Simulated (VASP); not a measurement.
## BaPdF3: single point with PBE

The system is BaPdF3.

```xyz
10
Lattice="5.3141 0.0000 0.0000 -2.6570 4.6021 0.0000 0.0000 0.0000 7.2396" Properties=species:S:1:pos:R:3 pbc="T T T"
Ba    0.0000    0.0000    0.0000
Ba    0.0000    0.0000    3.6198
Pd    0.0000    3.0681    5.4297
Pd    2.6570    1.5340    1.8099
F    -1.3285    2.3011    3.6198
F     1.3285    2.3011    3.6198
F     2.6570    0.0000    3.6198
F    -1.3285    2.3011    0.0000
F     1.3285    2.3011    0.0000
F     2.6570    0.0000    0.0000
```

The cell was generated, and may not be a known phase.

```
Program                : VASP 6.6.1
Task                   : single point
Functional             : PBE
Potentials or basis    : VASP PAW PBE potentials, release 64 (Ba_sv, Pd, F)
Cutoff                 : 520 eV
k mesh                 : 12 × 12 × 6
Occupations            : gaussian, width 0.1 eV
Spin                   : no spin polarisation
Dipole correction      : no
Further INCAR settings : ALGO = Normal; EDIFF = 1e-06; NBANDS = 52
```

- Pressure: 0.7 GPa
- Band gap on the k mesh: zero (bands 41 and 42 overlap by 0.78 eV)

Stress tensor (GPa, compression positive):
```
1.11 0.00 0.00
0.00 1.11 0.00
0.00 0.00 0.04
```

Levels at points of the mesh, in eV from the Fermi level:
```csv
k point,band 39,band 40,band 41,band 42,band 43,band 44
"(0.00, 0.00, 0.00)",-0.73,-0.73,0.43,0.43,0.63,3.01
"(0.50, 0.00, 0.00)",-0.98,-0.56,-0.21,0.38,1.28,3.01
"(0.00, 0.00, 0.50)",-0.36,-0.36,-0.36,-0.36,2.62,2.62
"(0.50, 0.00, 0.50)",-0.53,-0.53,-0.17,-0.17,3.41,3.41
```

Wall time 18 min on 1 thread of Intel Xeon 8259CL (shared host), peak memory 0.68 GiB.

Caveat: spin-orbit coupling is left out, which moves the levels of the heavy elements.
